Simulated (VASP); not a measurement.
# Ag (P6_3/mmc) in VASP: a series of runs, part 2 of 2

VASP 6.6.1. Earlier steps stand in the parts before.

**3. Single point, PBE+D3(BJ)**

This run uses another cell than the first one, of 17.36 Å³/atom, 1.027 times its volume.

Contents of INCAR:

```
PREC     = Accurate       # precision mode
ENCUT    = 500            # plane-wave cutoff, eV
EDIFF    = 1E-6           # SCF threshold, eV
ISMEAR   = 0              # smearing method
SIGMA    = 0.1            # smearing width, eV
LREAL    = False          # projectors in reciprocal space
LASPH    = True           # aspherical terms in the spheres
NELM     = 120            # most SCF steps
ALGO     = Normal         # electronic algorithm
ISIF     = 2              # what is computed and relaxed
LWAVE    = False          # write WAVECAR
LCHARG   = False          # write CHGCAR
GGA      = PE             # functional
IVDW     = 12             # dispersion correction
NBANDS   = 30             # bands
GGA_COMPAT= False
```

Contents of KPOINTS:

```
Automatic mesh
0
Gamma
  9 9 2
```

Contents of POSCAR:

```
Ag
1.0
    2.9111314733      0.0000000000      0.0000000000
   -1.4555657366      2.5211138096      0.0000000000
    0.0000000000      0.0000000000      9.4637087400
Ag
4
Direct
    0.0000000000      0.0000000000      0.0000000000
    0.0000000000      0.0000000000      0.5000000000
    0.3333333300      0.6666666700      0.2500000000
    0.6666666700      0.3333333300      0.7500000000
```

Potentials or basis: VASP PAW PBE potentials, release 64 (Ag).

Started as:

```
$ cat potpaw_PBE.64/Ag/POTCAR > POTCAR
$ mpirun -np 1 vasp_std > vasp.out
```

OUTCAR:

```text
PREC = Accurate
   ENCUT = 500
   EDIFF = 1E-6
   ISMEAR = 0
   LREAL = False
   LASPH = True
   NELM = 120
   ISIF = 2
   GGA = PE
   IVDW = 12
 IVDW          = 12

 ion  position               nearest neighbor table
   1  0.000  0.000  0.000-   3 2.90   4 2.90   3 2.90   4 2.90   4 2.90   3 2.90
   2  0.000  0.000  0.500-   3 2.90   4 2.90   3 2.90   4 2.90   4 2.90   3 2.90
   3  0.333  0.667  0.250-   1 2.90   2 2.90   1 2.90   2 2.90   1 2.90   2 2.90
   4  0.667  0.333  0.750-   1 2.90   2 2.90   1 2.90   2 2.90   1 2.90   2 2.90

  LATTYP: Found a hexagonal cell.
 ALAT       =     2.9111314733
 C/A-ratio  =     3.2508695766

  Lattice vectors:

 A1 = (   2.9111314733,   0.0000000000,   0.0000000000)
 A2 = (  -1.4555657366,   2.5211138096,   0.0000000000)
 A3 = (   0.0000000000,   0.0000000000,   9.4637087400)

Analysis of symmetry for initial positions (statically):
=====================================================================
 Subroutine PRICEL returns:
 Original cell was already a primitive cell.

 Routine SETGRP: Setting up the symmetry group for a
 hexagonal supercell.

 Subroutine GETGRP returns: Found 24 space group operations
 (whereof 12 operations were pure point group operations)
 out of a pool of 24 trial point group operations.

The static configuration has the point symmetry D_3d.
 The point group associated with its full space group is D_6h.

Analysis of symmetry for dynamics (positions and initial velocities):
=====================================================================
 Subroutine PRICEL returns:
 Original cell was already a primitive cell.

 Routine SETGRP: Setting up the symmetry group for a
 hexagonal supercell.

 Subroutine GETGRP returns: Found 24 space group operations
 (whereof 12 operations were pure point group operations)
 out of a pool of 24 trial point group operations.

The dynamic configuration has the point symmetry D_3d.
 The point group associated with its full space group is D_6h.

 Subroutine INISYM returns: Found 24 space group operations
 (whereof 12 operations are pure point group operations),
 and found     1 'primitive' translations

----------------------------------------------------------------------------------------

                                     Primitive cell

  volume of cell :      69.4569

  direct lattice vectors                    reciprocal lattice vectors
     2.911131473  0.000000000  0.000000000     0.343509048  0.198325041  0.000000000
    -1.455565737  2.521113810  0.000000000     0.000000000  0.396650082  0.000000000
     0.000000000  0.000000000  9.463708740     0.000000000  0.000000000  0.105666819

  length of vectors
     2.911131473  2.911131473  9.463708740     0.396650082  0.396650082  0.105666819

  position of ions in fractional coordinates (direct lattice)
     0.000000000  0.000000000  0.000000000
     0.000000000  0.000000000  0.500000000
     0.333333330  0.666666670  0.250000000
     0.666666670  0.333333330  0.750000000

  ion indices of the primitive-cell ions
   primitive index   ion index
                 1           1
                 2           2
                 3           3
                 4           4

----------------------------------------------------------------------------------------

 KPOINTS: Automatic mesh

Automatic generation of k-mesh.
 Grid dimensions read from file:
[... 22 lines left out ...]
  0.000000  0.000000  0.000000      1.000000
  0.111111  0.000000  0.000000      6.000000
  0.222222  0.000000  0.000000      6.000000
  0.333333  0.000000  0.000000      6.000000
  0.444444  0.000000  0.000000      6.000000
  0.111111  0.111111  0.000000      6.000000
[... 16 lines left out ...]
  0.333333  0.222222  0.500000     12.000000
  0.333333  0.333333  0.500000      2.000000
   k-points           NKPTS =     24   k-points in BZ     NKDIM =     24   number of bands    NBANDS=     30
   number of dos      NEDOS =    301   number of ions     NIONS =      4
   total plane-waves  NPLWV =  40320
   dimension x,y,z NGX =    24 NGY =   24 NGZ =   70
   dimension x,y,z NGXF=    48 NGYF=   48 NGZF=  140
   ions per type =               4
   NGX,Y,Z   is equivalent  to a cutoff of  13.71, 13.71, 12.30 a.u.
   NGXF,Y,Z  is equivalent  to a cutoff of  27.41, 27.41, 24.59 a.u.
 SYSTEM =  unknown system
   PREC   = accura    normal or accurate (medium, high low for compatibility)
   ISTART =      0    job   : 0-new  1-cont  2-samecut
   ICHARG =      2    charge: 1-file 2-atom 10-const
   ISPIN  =      1    spin polarized calculation?
   LNONCOLLINEAR =      F non collinear calculations
   LSORBIT =      F    spin-orbit coupling
   LASPH  =      T    aspherical Exc in radial PAW
   ENCUT  =  500.0 eV  36.75 Ry    6.06 a.u.   5.31  5.31 17.25*2*pi/ulx,y,z
   NELM   =    120;   NELMIN=  2; NELMDL= -5     # of ELM steps
   EDIFF  = 0.1E-05   stopping-criterion for ELM
   LREAL  =      F    real-space projection
   EDIFFG = 0.1E-04   stopping-criterion for IOM
   NSW    =      0    number of steps for IOM
   IBRION =     -1    ionic relax: 0-MD 1-quasi-New 2-CG
   NFREE  =      0    steps in history (QN), initial steepest desc. (CG)
   ISIF   =      2    stress and relaxation
   ISYM   =      2    0-nonsym 1-usesym 2-fastsym
   POTIM  = 0.5000    time-step for ionic-motion
   TEBEG  =    0.0;   TEEND  =   0.0 temperature during run
   PSTRESS=    0.0 pullay stress
   NELECT =      44.0000    total number of electrons
   NUPDOWN=      -1.0000    fix difference up-down
   EMIN   =  10.00;   EMAX   =-10.00  energy-range for DOS
   EFERMI =   0.00;   METHOD = LEGACY
   ISMEAR =     0;   SIGMA  =   0.10  broadening in eV -4-tet -1-fermi 0-gaus
   EFERMI_NEDOS =   21; number of points for ismear=-14 and -15
   IALGO  =     38    algorithm
   IMIX   =      4    mixing-type and parameters
     AMIX     =   0.40;   BMIX     =  1.00
     AMIX_MAG =   1.60;   BMIX_MAG =  1.00
  volume/ion in A,a.u.               =      17.36       117.18
  Fermi-wavevector in a.u.,A,eV,Ry     =   1.406006  2.656966 26.896717  1.976853
  Thomas-Fermi vector in A             =   2.528410
   LORBIT       =      0    0 simple, 1 ext, 2 COOP (PROOUT), +10 PAW based schemes
   GGA     = PE    functional components
   LHFCALC =     F    Hartree Fock is set to
   AEXX    =    0.0000 exact exchange contribution
   IVDW    =    12    specifies the selected vdW correction
   LEPSILON=     F    determine dielectric tensor
   LRPA    =     F    only Hartree local field effects (RPA)
 non-spin polarized calculation
 Gauss-broadening in eV      SIGMA  =   0.10
  energy-cutoff  :      500.00
  volume of cell :       69.46
 maximum number of plane-waves:      1775
 NGX is ok and might be reduce to    24
   NGX = 11   NGY = 11   NGZ = 35

 number of electron      44.0000001 magnetization

 Free energy of the ion-electron system (eV)
  ---------------------------------------------------
  ext. energy  EPLUGINS =         0.00000000
  ---------------------------------------------------
  free energy    TOTEN  =       -10.86606401 eV

  energy without entropy =      -10.85683639  energy(sigma->0) =      -10.86145020

 E-fermi :   8.1540     XC(G=0): -12.0999

 val. band max:        8.1107495099   @ k =   0.3333   0.1111   0.0000
 cond. band min:       8.4739484709   @ k =   0.4444   0.0000   0.0000
 fundamental gap:      0.3631989610
 Fermi energy:         8.1540333373

 k-point     1 :       0.0000    0.0000    0.0000
  band No.  band energies     occupation
      1       0.5451      2.00000
      2       1.9008      2.00000
      3       1.9112      2.00000
      4       1.9195      2.00000
      5       3.4210      2.00000
      6       3.4210      2.00000
[... 781 lines left out ...]
     29      15.4774      0.00000
     30      15.4774      0.00000

------------------------ aborting loop because EDIFF is reached ----------------------------------------

 Edisp (eV)   -2.31147

 E8    (eV) :    -1.0099

  FORCE on cell =-STRESS in cart. coord.  units (eV):
  Direction    XX          YY          ZZ          XY          YZ          ZX
  --------------------------------------------------------------------------------------
  -------------------------------------------------------------------------------------
  Total      -1.57258    -1.57258    -0.44472    -0.00000    -0.00000    -0.00000
  in kB     -36.27501   -36.27501   -10.25855    -0.00000    -0.00000    -0.00000
  external pressure =      -27.60 kB  Pullay stress =        0.00 kB

 VOLUME and BASIS-vectors are now :
 -----------------------------------------------------------------------------
  energy-cutoff  :      500.00
  volume of cell :       69.46
      direct lattice vectors                 reciprocal lattice vectors
     2.911131473  0.000000000  0.000000000     0.343509048  0.198325041  0.000000000
    -1.455565737  2.521113810  0.000000000     0.000000000  0.396650082  0.000000000
     0.000000000  0.000000000  9.463708740     0.000000000  0.000000000  0.105666819

 POSITION                                       TOTAL-FORCE (eV/Angst)
 -----------------------------------------------------------------------------------
      0.00000      0.00000      0.00000         0.000000      0.000000      0.000000
      0.00000      0.00000      4.73185         0.000000      0.000000      0.000000
     -0.00000      1.68074      2.36593         0.000000     -0.000000      0.000000
      1.45557      0.84037      7.09778        -0.000000      0.000000     -0.000000
 -----------------------------------------------------------------------------------
    total drift:                                0.000000      0.000000      0.000000

  FREE ENERGIE OF THE ION-ELECTRON SYSTEM (eV)
  ---------------------------------------------------
  free  energy   TOTEN  =       -13.1775349280 eV

  energy  without entropy=      -13.1683073119  energy(sigma->0) =      -13.17292112
```

Run time: 34 s. Hardware: 1 thread of Intel Xeon Platinum 8259CL at 2.50GHz (Skylake/Cascade Lake), shared host; peak memory 0.2 GiB.

What came out:

* Free energy: -13.1775 eV
* Pressure: -2.8 GPa
* Band gap on the k mesh: zero (band 22 reaches 11.57 eV, above the bottom of band 23 at 5.17 eV)
* Dispersion energy per atom: -0.578 eV

Stress tensor (GPa, compression positive):
```
-3.63  0.00  0.00
 0.00 -3.63  0.00
 0.00  0.00 -1.03
```

Caveat: pairwise dispersion overbinds metals, which lowers pressure and volume.
